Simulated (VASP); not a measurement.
## NaCl: single point with PBE

Crystal: NaCl.

```
CELL_PARAMETERS angstrom
0.00000 2.91435 2.91435
2.91435 0.00000 2.91435
2.91435 2.91435 0.00000
ATOMIC_POSITIONS crystal
Na 0.25000 0.25000 0.25000
Cl 0.50000 0.50000 0.50000
```

```json
{"Program": "VASP 6.6.1", "Task": "single point", "Functional": "PBE", "Potentials or basis": "VASP PAW PBE potentials, release 64 (Na_pv, Cl)", "Cutoff": "520 eV", "k mesh": "6 × 6 × 6", "Occupations": "gaussian, width 0.1 eV", "Spin": "no spin polarisation", "Dipole correction": "no", "Further INCAR settings": "ALGO = Normal; EDIFF = 1e-06; NBANDS = 14"}
```

```json
{
 "Pressure": "5.7 GPa",
 "Band gap on the k mesh": "5.39 eV, direct"
}
```

Levels at points of the mesh, in eV from the valence-band top:
```csv
k point,band 4,band 5,band 6,band 7,band 8,band 9,band 10,band 11
"(0.00, 0.00, 0.00)",-12.35,0.00,0.00,0.00,5.39,11.77,11.77,11.77
"(0.50, 0.00, 0.00)",-12.10,-1.38,-0.11,-0.11,8.11,9.75,11.04,11.04
"(0.50, 0.50, 0.00)",-12.02,-1.26,-0.38,-0.38,7.12,9.35,12.03,14.43
```

It took 11 s on 1 thread of Intel(R) Xeon(R) Platinum 8488C (Sapphire Rapids), on a shared host, peak memory 0.16 GiB.

A hybrid or GW would open this gap; PBE tends to underestimate it.
